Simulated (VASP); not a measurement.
# GaAsSe3 (P-6m2) in VASP: relaxation of cell and atoms with PBE

Aim: the relaxation of cell and atoms of GaAsSe3 with PBE.

Program: VASP 6.6.1. These are calculated values, not measurements. Logs are shortened: lines on timing, memory, paths and dates and some standing lists are left out, and cuts for length are marked.

### 1 The cell of the first run

It takes space group P-6m2 (No. 187, hexagonal). Conventional cell: a = 4.768 Å, b = 4.768 Å, c = 5.886 Å, α = 90.00°, β = 90.00°, γ = 120.00°. Ga (site symmetry -6m2) has 9 Se at 2.75 to 3.14 Å within 3.6 Å. As (site symmetry -6m2) has 8 Se at 2.94 to 3.11 Å and 6 Ga at 4.03 Å within 4.1 Å. Within 3.8 Å of Se (site symmetry 3m) lie 5 Se at 2.88 to 3.14 Å and 3 As at 3.11 Å and 3 Ga at 3.14 Å. Se (site symmetry -6m2) has 3 Ga at 2.75 Å and 2 As at 2.94 Å and 6 Se at 3.14 Å within 3.6 Å.

The cell was built from a structure type or drawn by symmetry, and may not be a known phase.

### 2 Relaxation of cell and atoms, PBE

INCAR reads:

```
SYSTEM = GaAsSe3
  PREC = Accurate
  ENCUT = 500
  EDIFF = 1E-7
  ISMEAR = 0
  SIGMA = 0.15
  LREAL = .False.
  LASPH = .True.
  NELM = 120
  ALGO = Normal
  ISIF = 3
  LWAVE = .False.
  LCHARG = .False.
  GGA = PE
  IBRION = 2
  NSW = 36
  EDIFFG = -0.08
  GGA_COMPAT = .False.
  NELMIN = 4
```

KPOINTS reads:

```
Automatic mesh
0
Gamma
  3 3 2
  0 0 0
```

POSCAR reads:

```
GaAsSe3
1.0
    4.7676125200      0.0000000000      0.0000000000
   -2.3838062600      4.1288735600      0.0000000000
    0.0000000000      0.0000000000      5.8858333500
Ga As Se
1 1 3
Direct
    0.3333333300      0.6666666700      0.5000000000
    0.6666666700      0.3333333300      0.0000000000
    0.0000000000      0.0000000000      0.7552470000
    0.0000000000      0.0000000000      0.2447530000
    0.6666666700      0.3333333300      0.5000000000
```

Potentials or basis: VASP PAW PBE potentials, release 64 (Ga_d, As, Se).

Run with:

```bash
$ cat potpaw_PBE.64/Ga_d/POTCAR potpaw_PBE.64/As/POTCAR potpaw_PBE.64/Se/POTCAR > POTCAR
$ mpirun -np 1 vasp_std > vasp.out
```

OUTCAR:

```text
SYSTEM = GaAsSe3
   PREC = Accurate
   ENCUT = 500
   EDIFF = 1E-7
   ISMEAR = 0
   LREAL = .False.
   LASPH = .True.
   NELM = 120
   ISIF = 3
   GGA = PE
   IBRION = 2
   NSW = 36
   EDIFFG = -0.08
   NELMIN = 4

 ion  position               nearest neighbor table
   1  0.333  0.667  0.500-   5 2.75   5 2.75   5 2.75
   2  0.667  0.333  0.000-
   3  0.000  0.000  0.755-
   4  0.000  0.000  0.245-
   5  0.667  0.333  0.500-   1 2.75   1 2.75   1 2.75

  LATTYP: Found a hexagonal cell.
 ALAT       =     4.7676125200
 C/A-ratio  =     1.2345452415

  Lattice vectors:

 A1 = (   4.7676125200,   0.0000000000,   0.0000000000)
 A2 = (  -2.3838062600,   4.1288735600,   0.0000000000)
 A3 = (   0.0000000000,   0.0000000000,   5.8858333500)

Analysis of symmetry for initial positions (statically):
=====================================================================
 Subroutine PRICEL returns:
 Original cell was already a primitive cell.

 Routine SETGRP: Setting up the symmetry group for a
 hexagonal supercell.

 Subroutine GETGRP returns: Found 12 space group operations
 (whereof 12 operations were pure point group operations)
 out of a pool of 24 trial point group operations.

The static configuration has the point symmetry D_3h.

Analysis of symmetry for dynamics (positions and initial velocities):
=====================================================================
 Subroutine PRICEL returns:
 Original cell was already a primitive cell.

 Routine SETGRP: Setting up the symmetry group for a
 hexagonal supercell.

 Subroutine GETGRP returns: Found 12 space group operations
 (whereof 12 operations were pure point group operations)
 out of a pool of 24 trial point group operations.

The dynamic configuration has the point symmetry D_3h.

 Subroutine INISYM returns: Found 12 space group operations
 (whereof 12 operations are pure point group operations),
 and found     1 'primitive' translations

----------------------------------------------------------------------------------------

                                     Primitive cell

  volume of cell :     115.8619

  direct lattice vectors                    reciprocal lattice vectors
     4.767612520  0.000000000  0.000000000     0.209748589  0.121098404  0.000000000
    -2.383806260  4.128873560  0.000000000     0.000000000  0.242196809  0.000000000
[... 63 lines left out ...]
   PREC   = accura    normal or accurate (medium, high low for compatibility)
   ISTART =      0    job   : 0-new  1-cont  2-samecut
   ICHARG =      2    charge: 1-file 2-atom 10-const
   ISPIN  =      1    spin polarized calculation?
   LNONCOLLINEAR =      F non collinear calculations
   LSORBIT =      F    spin-orbit coupling
   LASPH  =      T    aspherical Exc in radial PAW
   ENCUT  =  500.0 eV  36.75 Ry    6.06 a.u.   8.69  8.69 10.73*2*pi/ulx,y,z
   NELM   =    120;   NELMIN=  4; NELMDL= -5     # of ELM steps
   EDIFF  = 0.1E-06   stopping-criterion for ELM
   LREAL  =      F    real-space projection
   EDIFFG = -.8E-01   stopping-criterion for IOM
   NSW    =     36    number of steps for IOM
   IBRION =      2    ionic relax: 0-MD 1-quasi-New 2-CG
   NFREE  =      1    steps in history (QN), initial steepest desc. (CG)
   ISIF   =      3    stress and relaxation
   ISYM   =      2    0-nonsym 1-usesym 2-fastsym
   POTIM  = 0.5000    time-step for ionic-motion
   TEBEG  =    0.0;   TEEND  =   0.0 temperature during run
   PSTRESS=    0.0 pullay stress
   NELECT =      36.0000    total number of electrons
   NUPDOWN=      -1.0000    fix difference up-down
   EMIN   =  10.00;   EMAX   =-10.00  energy-range for DOS
   EFERMI =   0.00;   METHOD = LEGACY
   ISMEAR =     0;   SIGMA  =   0.15  broadening in eV -4-tet -1-fermi 0-gaus
   EFERMI_NEDOS =   21; number of points for ismear=-14 and -15
   IALGO  =     38    algorithm
   IMIX   =      4    mixing-type and parameters
     AMIX     =   0.40;   BMIX     =  1.00
     AMIX_MAG =   1.60;   BMIX_MAG =  1.00
  volume/ion in A,a.u.               =      23.17       156.37
  Fermi-wavevector in a.u.,A,eV,Ry     =   1.108823  2.095371 16.728201  1.229488
  Thomas-Fermi vector in A             =   2.245355
   LORBIT       =      0    0 simple, 1 ext, 2 COOP (PROOUT), +10 PAW based schemes
   GGA     = PE    functional components
   LHFCALC =     F    Hartree Fock is set to
   AEXX    =    0.0000 exact exchange contribution
   IVDW    =     0    specifies the selected vdW correction
   LEPSILON=     F    determine dielectric tensor
   LRPA    =     F    only Hartree local field effects (RPA)
 conjugate gradient relaxation of ions
 non-spin polarized calculation
 Gauss-broadening in eV      SIGMA  =   0.15
  energy-cutoff  :      500.00
  volume of cell :      115.86
 maximum number of plane-waves:      2951
 NGX is ok and might be reduce to    36
   NGX = 17   NGY = 17   NGZ = 21

--------------------------------------- Ionic step        1  -------------------------------------------

 number of electron      35.9999994 magnetization

 Free energy of the ion-electron system (eV)
  ---------------------------------------------------
  ext. energy  EPLUGINS =         0.00000000
  ---------------------------------------------------
  free energy    TOTEN  =       -16.06703319 eV

  energy without entropy =      -15.98622762  energy(sigma->0) =      -16.02663041

------------------------ aborting loop because EDIFF is reached ----------------------------------------

  FORCE on cell =-STRESS in cart. coord.  units (eV):
  Direction    XX          YY          ZZ          XY          YZ          ZX
  --------------------------------------------------------------------------------------
  -------------------------------------------------------------------------------------
  Total       -1.7656639     -1.7656639      1.2860540      0.0000000      0.0000000      0.0000000
  in kB      -24.4162025    -24.4162025     17.7839930      0.0000000      0.0000000      0.0000000
  external PRESSURE =     -10.3494707 kB  Pullay stress =       0.0000000 kB
[... 415 lines left out ...]
     21       7.2758      0.00000
     22       7.2810      0.00000

[... ionic steps 4 to 23 ...]

--------------------------------------- Ionic step       24  -------------------------------------------

 number of electron      35.9999987 magnetization

------------------------ aborting loop because EDIFF is reached ----------------------------------------
[... 73 lines left out ...]
--------------------------------------- Ionic step       26  -------------------------------------------

 number of electron      36.0000017 magnetization

 Free energy of the ion-electron system (eV)
  ---------------------------------------------------
  ext. energy  EPLUGINS =         0.00000000
  ---------------------------------------------------
  free energy    TOTEN  =       -17.48761511 eV

  energy without entropy =      -17.45237672  energy(sigma->0) =      -17.46999592

 E-fermi :   3.7477     XC(G=0):  -9.4112

 val. band max:        3.6365151017   @ k =   0.3333  -0.0000   0.0000
 cond. band min:       3.8543929459   @ k =   0.3333  -0.0000   0.0000
 fundamental gap:      0.2178778442
 Fermi energy:         3.7476867179
[... 180 lines left out ...]
  FREE ENERGIE OF THE ION-ELECTRON SYSTEM (eV)
  ---------------------------------------------------
  free  energy   TOTEN  =       -17.4876151131 eV

  energy  without entropy=      -17.4523767177  energy(sigma->0) =      -17.46999592

 reached required accuracy - stopping structural energy minimisation
```

Run time: 3.6 min. Hardware: 1 thread of Intel Xeon 6975P-C (Granite Rapids), shared host; peak memory 0.25 GiB.

Results:

```yaml
Free_energy: -17.4876 eV
Relaxed_volume: 24.79 Å³/atom
Relaxed_cell: a = 4.232 Å, b = 4.232 Å, c = 7.990 Å, α = 90.00°, β = 90.00°, γ = 120.00°
Space_group_after_relaxing_to_0.1_Å: P-6m2 (No. 187)
Energy_gained_by_relaxing: 284.1 meV/atom
Ionic_steps: 26
Pressure_after_relaxing: 0.0 GPa
Largest_force_after_relaxing: 0.009 eV/Å
Band_gap_on_the_k_mesh: zero (bands 18 and 19 overlap by 1.42 eV)
```

Forces in eV/Å, atoms in the order of the input:
```
Ga   0.000  0.000  0.000
As   0.000  0.000  0.000
Se   0.000  0.000 -0.009
Se   0.000  0.000  0.009
Se   0.000  0.000  0.000
```

The path:
| step | energy change (eV) | largest force (eV/Å) | pressure (GPa) | volume (Å³) |
| --- | --- | --- | --- | --- |
| 1 | 0.0000 | 0.4115 | -1.03 | 115.86 |
| 2 | -0.0717 | 0.6882 | -0.16 | 113.34 |
| 3 | -0.1044 | 1.1026 | 1.80 | 109.40 |
| 4 | -0.1429 | 1.1050 | 1.93 | 109.18 |
| 5 | -0.2891 | 1.0572 | 2.62 | 108.47 |
| 6 | -0.5573 | 0.0130 | 5.53 | 106.85 |
| 7 | 0.2932 | 5.5105 | 18.32 | 102.81 |
| 8 | -0.5685 | 0.5416 | 6.84 | 106.44 |
| 9 | -0.5694 | 0.7620 | 7.45 | 106.20 |
| 10 | -0.5938 | 0.8737 | 7.56 | 106.43 |
| 11 | -0.6614 | 1.2321 | 7.85 | 107.07 |
| 12 | -0.7183 | 2.0070 | 8.67 | 108.28 |
| 13 | -0.8187 | 1.8532 | 7.80 | 109.67 |
| 14 | -1.0463 | 1.4406 | 5.59 | 113.83 |
| 15 | -1.2512 | 0.8746 | 2.53 | 122.20 |
| 16 | -1.2756 | 0.8399 | 1.66 | 125.60 |
| 17 | -1.2805 | 0.8275 | 0.95 | 128.88 |
| 18 | -1.2983 | 0.7837 | 0.69 | 128.75 |
| 19 | -1.3398 | 0.6282 | -0.01 | 128.33 |
| 20 | -1.3664 | 0.2337 | -1.21 | 127.42 |
| 21 | -1.3964 | 0.0753 | -0.75 | 124.96 |
| 22 | -1.4053 | 0.0648 | -0.31 | 123.00 |
| 23 | -1.4054 | 0.0816 | -0.24 | 122.73 |
| 24 | -1.4123 | 0.0334 | -0.01 | 122.71 |
| 25 | -1.4178 | 0.0685 | 0.48 | 122.64 |
| 26 | -1.4206 | 0.0091 | 0.04 | 123.95 |

Final structure:
```cif
data_structure
_symmetry_space_group_name_H-M 'P 1'
_symmetry_Int_Tables_number 1
_cell_length_a 4.2323
_cell_length_b 4.2323
_cell_length_c 7.9904
_cell_angle_alpha 90.000
_cell_angle_beta 90.000
_cell_angle_gamma 120.000
_cell_volume 123.95
loop_
_atom_site_label
_atom_site_type_symbol
_atom_site_fract_x
_atom_site_fract_y
_atom_site_fract_z
_atom_site_occupancy
Ga1 Ga 0.33333 0.66667 0.50000 1
As1 As 0.66667 0.33333 0.00000 1
Se1 Se 0.00000 0.00000 0.81987 1
Se2 Se 0.00000 0.00000 0.18013 1
Se3 Se 0.66667 0.33333 0.50000 1
```

Caveat: the k points lie up to 0.57 Å⁻¹ apart in the final cell, too coarse for converged energies and pressures of a metal; a cell axis changed by over 15 % at a fixed basis, so the end point is rough.
